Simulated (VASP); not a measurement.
The system is HfOs.

```
Hf Os
1.0
     3.23900    0.00000    0.00000
     0.00000    3.23900    0.00000
     0.00000    0.00000    3.23900
Hf Os
1 1
Cartesian
  0.0000 0.0000 0.0000
  1.6195 1.6195 1.6195
```

| Item | Value |
| --- | --- |
| Program | VASP 6.6.1 |
| Task | relaxation of cell and atoms |
| Functional | LDA |
| Potentials or basis | VASP PAW LDA potentials, release 64 (Hf_pv, Os) |
| Cutoff | 600 eV |
| k mesh | 7 × 7 × 7 |
| Occupations | fermi-dirac, width 0.15 eV |
| Spin | no spin polarisation |

At the start: pressure -8.4 GPa; volume 16.99 Å³/atom.

Task: How do energy, volume and symmetry change on relaxing?

Result: Over 4 steps the energy falls by 15.9 meV/atom and the volume is 16.41 Å³/atom (-3.4 %); space group Pm-3m (No. 221, to 0.1 Å) before and after.

The path:
| step | energy change (eV) | largest force (eV/Å) | pressure (GPa) | volume (Å³) |
| --- | --- | --- | --- | --- |
| 1 | 0.0000 | 0.0000 | -8.42 | 33.98 |
| 2 | 0.2356 | 0.0000 | 30.69 | 29.77 |
| 3 | -0.0317 | 0.0000 | -0.36 | 32.85 |
| 4 | -0.0318 | 0.0000 | -0.05 | 32.81 |

Final structure:
```
CELL_PARAMETERS angstrom
3.20145 0.00000 0.00000
0.00000 3.20145 0.00000
0.00000 0.00000 3.20145
ATOMIC_POSITIONS crystal
Hf 0.00000 0.00000 0.00000
Os 0.50000 0.50000 0.50000
```
